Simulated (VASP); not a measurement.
Set up this calculation in VASP 6.6.1, as the native input.

* Task: single point
* Functional: PBE
* Potentials or basis: VASP PAW PBE potentials, release 64 (Pb_d, S)
* Cutoff: 520 eV
* k mesh: 10 × 10 × 6
* Occupations: fermi-dirac, width 0.05 eV
* Spin: no spin polarisation
* Dipole correction: no
* Further INCAR settings: ALGO = Normal; EDIFF = 1e-06; NBANDS = 28

The structure of PbS (NiAs type) lies in POSCAR:

```
PbS
1.0
    3.1574913076      0.0000000000      0.0000000000
   -1.5787456538      2.7344676846      0.0000000000
    0.0000000000      0.0000000000      7.4059670695
Pb S
2 2
Direct
    0.0000000000      0.0000000000      0.0000000000
    0.0000000000      0.0000000000      0.5000000000
    0.3333333333      0.6666666667      0.2500000000
    0.6666666667      0.3333333333      0.7500000000
```

The input as run:

INCAR

```
ALGO = Normal
EDIFF = 1E-6
ENCUT = 520
GGA = PE
ISIF = 2
ISMEAR = -1
LASPH = T
LCHARG = F
LREAL = F
LWAVE = F
NBANDS = 28
NELM = 80
PREC = Accurate
SIGMA = 0.05
```

KPOINTS

```
k-points
0
Gamma
  10 10 6
```

Potentials or basis: VASP PAW PBE potentials, release 64 (Pb_d, S).

Run with:

```sh
$ cat potpaw_PBE.64/Pb_d/POTCAR potpaw_PBE.64/S/POTCAR > POTCAR
$ mpirun -np 1 vasp_std > vasp.out
```

Results of the run:

```yaml
Pressure: 67.8 GPa
Band_gap_on_the_k_mesh: zero (band 20 reaches 15.51 eV, above the bottom of band 21 at 11.60 eV)
```

Caveat: spin-orbit coupling is left out, which moves the levels of the heavy elements.

Run time: 34 s on 1 thread of Intel(R) Xeon(R) Platinum 8559C (Emerald Rapids), on a shared host, peak memory 0.22 GiB.
